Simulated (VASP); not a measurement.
A run of VASP 6.6.1 is set up as follows.

Contents of INCAR:

```
SYSTEM = PtSe
PREC     = Accurate       ! precision mode
ENCUT    = 520            ! plane-wave cutoff, eV
EDIFF    = 1E-6           ! SCF threshold, eV
ISMEAR   = 0              ! smearing method
SIGMA    = 0.05           ! smearing width, eV
LREAL    = .FALSE.        ! projectors in reciprocal space
LASPH    = .TRUE.         ! aspherical terms in the spheres
NELM     = 150            ! most SCF steps
ALGO     = Normal         ! electronic algorithm
ISIF     = 2              ! what is computed and relaxed
LWAVE    = .FALSE.        ! write WAVECAR
LCHARG   = .FALSE.        ! write CHGCAR
ISPIN    = 2              ! spin polarisation
MAGMOM   = 2 -2 0 0       ! initial moments
LORBIT   = 11             ! projections on sites
LMAXMIX  = 4              ! l up to which the mixer works
LDAU     = .TRUE.         ! DFT+U
LDAUTYPE = 2            
LDAUL    = 2 -1           ! shell
LDAUU    = 2 0            ! U, eV
LDAUJ    = 0 0          
LDAUPRINT= 1            
NBANDS   = 28             ! bands
```

Contents of KPOINTS:

```
Automatic mesh
0
G
  6 6 6
  0 0 0
```

File POSCAR:

```
PtSe
1.0
    0.0000000000      2.7984111300      2.7984111300
    5.5968222600      2.7984111300      2.7984111300
    5.5968222600      5.5968222600      0.0000000000
Pt Se
2 2
Direct
    0.5000000000      0.5000000000      0.0000000000
    0.5000000000      0.5000000000      0.5000000000
    0.0000000000      0.0000000000      0.0000000000
    0.0000000000      0.0000000000      0.5000000000
```

Potentials or basis: VASP PAW LDA potentials, release 64 (Pt, Se).

The run is started by

```sh
$ cat potpaw_LDA.64/Pt/POTCAR potpaw_LDA.64/Se/POTCAR > POTCAR
$ mpirun -np 1 vasp_std > vasp.out
```

Question: What does it give for the band gap on the k mesh?

Answer: Zero (filled and empty bands overlap).

Question: Estimate the net moment.

Answer: 0.00 μB per cell.

Question: Predict the pressure.

Answer: -21.6 GPa.

Eigenvalues of the final occupation matrices:
```csv
site,spin,trace,eigenvalues
site 1 d,1,4.16,0.73 0.73 0.90 0.90 0.90
site 1 d,2,4.15,0.73 0.73 0.90 0.90 0.90
site 2 d,1,4.15,0.73 0.73 0.90 0.90 0.90
site 2 d,2,4.16,0.73 0.73 0.90 0.90 0.90
```

Caveat: spin-orbit coupling is left out, which moves the levels of the heavy elements. The state reached can hang on the start; a lower one may exist.
